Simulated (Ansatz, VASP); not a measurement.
# MgO in VASP and in Ansatz

```
Mg O
1.0
     0.00000    2.22409    2.22409
     2.22409    0.00000    2.22409
     2.22409    2.22409    0.00000
Mg O
1 1
Cartesian
  0.0000 0.0000 0.0000
  2.2241 2.2241 2.2241
```

Change from the starting cell: hydrostatic strain +5.8%.

Alike in both runs: task single point; functional r2SCAN; k mesh 10 × 10 × 10; no spin polarisation.

```csv
,VASP,Ansatz
version,VASP 6.6.1,Ansatz 0.2.0
potentials or method,"VASP PAW PBE potentials, release 64 (Mg_sv, O)","plane waves, PAW"
plane-wave cutoff (eV),920,500
occupations,"gaussian, width 0.01 eV",fixed
valence electrons in the cell,16,16
```

Ansatz gave:

- gap on the k mesh at the Fermi level (eV): 4.13
- pressure (GPa): -20.0

Q: Estimate VASP's values.

A: gap on the k mesh at the Fermi level (eV): 4.16; pressure (GPa): -19.7.

VASP's potentials were made for PBE, not for r2SCAN.
